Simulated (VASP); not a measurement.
A run of VASP 6.6.1:

INCAR

```
SYSTEM = HfRu
  PREC = Accurate
  ENCUT = 520
  EDIFF = 1E-8
  ISMEAR = -1
  SIGMA = 0.08
  LREAL = .FALSE.
  LASPH = .TRUE.
  NELM = 80
  ALGO = Normal
  ISIF = 2
  LWAVE = .FALSE.
  LCHARG = .FALSE.
  GGA = PS
  LEFG = .TRUE.
  NBANDS = 19
```

Contents of KPOINTS:

```
Automatic mesh
0
G
  11 11 11
  0 0 0
```

Contents of POSCAR:

```
HfRu
1.0
    3.2250000000      0.0000000000      0.0000000000
    0.0000000000      3.2250000000      0.0000000000
    0.0000000000      0.0000000000      3.2250000000
Hf Ru
1 1
Direct
    0.0000000000      0.0000000000      0.0000000000
    0.5000000000      0.5000000000      0.5000000000
```

Potentials or basis: VASP PAW PBE potentials, release 64 (Hf_pv, Ru_pv).

Run with:

```bash
$ cat potpaw_PBE.64/Hf_pv/POTCAR potpaw_PBE.64/Ru_pv/POTCAR > POTCAR
$ mpirun -np 1 vasp_std > vasp.out
```

Hardware: 1 thread of Intel(R) Xeon(R) Platinum 8559C (Emerald Rapids), on a shared host.

**Question.** How long does it take, and how much memory?

**Answer.** Wall time 24 s on 1 thread of Intel(R) Xeon(R) Platinum 8559C (Emerald Rapids), on a shared host, peak memory 0.16 GiB. Counts: scf iterations 16, k points 56.
